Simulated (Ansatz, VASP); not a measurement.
## Two plane-wave programs on Ca

```
Ca
1.0
     0.00000    2.76271    2.76271
     2.76271    0.00000    2.76271
     2.76271    2.76271    0.00000
Ca
1
Direct
  0.00000 0.00000 0.00000
```

Alike in both runs: task single point; functional PBE; k mesh 10 × 10 × 10; no spin polarisation.

```csv
,VASP,Ansatz
version,VASP 6.6.1,Ansatz 0.2.0
potentials or method,"VASP PAW PBE potentials, release 64 (Ca_sv), cutoff 520 eV","plane waves (420 eV) with PAW, scalar-relativistic"
occupations,"methfessel-paxton of order 1, width 0.01 eV","cold, width 0.01 eV"
valence electrons in the cell,10,10
```

```tsv
	VASP	Ansatz	Ansatz less VASP
pressure (GPa)	0.0	0.0	0.00
```
